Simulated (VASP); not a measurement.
Input of a VASP 6.6.1 run:

Contents of INCAR:

```
ALGO = Normal
EDIFF = 1E-6
ENCUT = 520
GGA = PS
ISIF = 2
ISMEAR = -1
LASPH = True
LCHARG = False
LREAL = False
LWAVE = False
NBANDS = 16
NELM = 80
PREC = Accurate
SIGMA = 0.05
```

The input KPOINTS:

```
k-points
0
Gamma
  14 14 14
```

File POSCAR:

```
YSe
1.0
    0.0000000000      2.8244921108      2.8244921108
    2.8244921108      0.0000000000      2.8244921108
    2.8244921108      2.8244921108      0.0000000000
Y Se
1 1
Direct
    0.5000000000      0.5000000000      0.5000000000
    0.0000000000      0.0000000000      0.0000000000
```

Potentials or basis: VASP PAW PBE potentials, release 64 (Y_sv, Se).

Command:

```console
$ cat potpaw_PBE.64/Y_sv/POTCAR potpaw_PBE.64/Se/POTCAR > POTCAR
$ mpirun -np 1 vasp_std > vasp.out
```

(1) Estimate the pressure.

Results:

(1) 2.1 GPa.

Caveat: the PAW data sets were made with another functional, which shifts forces and pressure a little.
